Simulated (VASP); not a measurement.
NiO, 2 atoms in the cell. Symmetry: F-43m, No. 216, cubic system. Conventional cell: a = 4.537 Å, b = 4.537 Å, c = 4.537 Å, α = 90.00°, β = 90.00°, γ = 90.00°. Ni (site symmetry -43m) has 4 O at 1.96 Å within 2.6 Å. Within 2.6 Å of O (site symmetry -43m) lie 4 Ni at 1.96 Å. 

| Item | Value |
| --- | --- |
| Program | VASP 6.6.1 |
| Task | single point |
| Functional | PBE |
| Potentials or basis | VASP PAW PBE potentials, release 64 (Ni_sv_GW, O) |
| Cutoff | 700 eV |
| k mesh | 10 × 10 × 10 |
| Occupations | gaussian, width 0.05 eV |
| Spin | collinear spin, ferromagnetic start |
| Starting moments | [2.0, 0.0] μB |
| Hubbard terms | Ni d U = 6.2 eV |
| Dipole correction | no |
| Further INCAR settings | ALGO = Normal; EDIFF = 1e-06; NBANDS = 23 |

Potentials or basis: VASP PAW PBE potentials, release 64 (Ni_sv_GW, O).

Command:

```sh
$ cat potpaw_PBE.64/Ni_sv_GW/POTCAR potpaw_PBE.64/O/POTCAR > POTCAR
$ mpirun -np 1 vasp_std > vasp.out
```

Hardware: 1 thread of Intel(R) Xeon(R) 6975P-C (Granite Rapids), with other jobs on the host.

Task: Estimate the wall time of this run.

Result: Run time: 49 s on 1 thread of Intel(R) Xeon(R) 6975P-C (Granite Rapids), on a shared host, peak memory 0.23 GiB. Counts: scf iterations 16, k points 47.
